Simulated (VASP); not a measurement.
The system is Al3Te.

```
Al Te
1.0
     4.24014    0.00000    0.00000
     0.00000    4.24014    0.00000
     0.00000    0.00000    4.24014
Al Te
3 1
Direct
  0.00000 0.50000 0.50000
  0.50000 0.00000 0.50000
  0.50000 0.50000 0.00000
  0.00000 0.00000 0.00000
```

| Quantity | Value |
| --- | --- |
| Program | VASP 6.6.1 |
| Task | relaxation of cell and atoms |
| Functional | PBE |
| Potentials or basis | VASP PAW PBE potentials, release 64 (Al, Te) |
| Cutoff | 600 eV |
| k mesh | 4 × 4 × 4 |
| Occupations | gaussian, width 0.1 eV |
| Spin | no spin polarisation |

At the start: pressure 6.1 GPa; volume 19.06 Å³/atom.

**Question.** How do energy, volume and symmetry change on relaxing?

**Answer.** Over 3 steps the energy falls by 31.6 meV/atom and the volume is 20.86 Å³/atom (+9.5 %); space group Pm-3m (No. 221, to 0.05 Å).

The path:
| step | energy change (eV) | largest force (eV/Å) | pressure (GPa) | volume (Å³) |
| --- | --- | --- | --- | --- |
| 1 | 0.0000 | 0.0000 | 6.12 | 76.23 |
| 2 | -0.1240 | 0.0000 | -0.65 | 84.55 |
| 3 | -0.1262 | 0.0000 | 0.01 | 83.46 |

Final structure:
```xyz
4
Lattice="4.3701 0.0000 0.0000 0.0000 4.3701 0.0000 0.0000 0.0000 4.3701" Properties=species:S:1:pos:R:3 pbc="T T T"
Al    0.0000    2.1850    2.1850
Al    2.1850    0.0000    2.1850
Al    2.1850    2.1850    0.0000
Te    0.0000    0.0000    0.0000
```

Caveat: the k points lie up to 0.36 Å⁻¹ apart in the final cell.
